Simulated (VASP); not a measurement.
# SnO2: single point with PBE+D3(BJ)

SnO2:

```
CELL_PARAMETERS angstrom
3.21157 0.00000 0.00000
-1.60579 2.78130 0.00000
0.00000 0.00000 10.73061
ATOMIC_POSITIONS crystal
Sn 0.00000 0.00000 0.50000
Sn 0.00000 0.00000 0.00000
O 0.66667 0.33333 0.40187
O 0.66667 0.33333 0.09813
O 0.33333 0.66667 0.59813
O 0.33333 0.66667 0.90187
```

This cell differs from its parent crystal: strain +0.0375 x Voigt [0, 0, 1, 0, 0, 0].

```yaml
Program: VASP 6.6.1
Task: single point
Functional: PBE
Dispersion: D3(BJ)
Potentials_or_basis: VASP PAW PBE potentials, release 64 (Sn_d, O)
Cutoff: 520 eV
k_mesh: 12 × 12 × 4
Occupations: gaussian, width 0.05 eV
Spin: no spin polarisation
```

```yaml
Pressure: -2.3 GPa
Largest_force: 0.428 eV/Å
Band_gap_on_the_k_mesh: 2.11 eV (least direct gap 2.44 eV)
Dispersion_energy_per_atom: -0.158 eV
```

Forces on the atoms (eV/Å):
```
Sn   0.000  0.000  0.000
Sn   0.000  0.000  0.000
O    0.000  0.000  0.428
O    0.000  0.000 -0.428
O    0.000  0.000 -0.428
O    0.000  0.000  0.428
```

Stress tensor (GPa, compression positive):
```
-1.65  0.00  0.00
 0.00 -1.65  0.00
 0.00  0.00 -3.72
```

Levels at points of the mesh, in eV from the valence-band top:
```
           k point  band 24  band 25  band 26  band 27  band 28  band 29
(0.00, 0.00, 0.00)    -0.77    -0.77    -0.33     2.11     2.87     5.41
(0.50, 0.00, 0.00)    -0.51    -0.49    -0.06     5.01     5.16     6.87
(0.00, 0.00, 0.50)    -0.79    -0.69    -0.69     2.51     2.51     5.59
(0.50, 0.00, 0.50)    -0.53    -0.26    -0.26     5.09     5.09     7.14
```

Run time: 77 s on 1 thread of AMD EPYC 9R45 96-Core Processor (Zen 5), on a shared host, peak memory 0.27 GiB.

Caveat: the cell differs from its parent crystal (strain +0.0375 x Voigt [0, 0, 1, 0, 0, 0]); spin-orbit coupling is left out, which moves the levels of the heavy elements. A k mesh can miss the band edges.
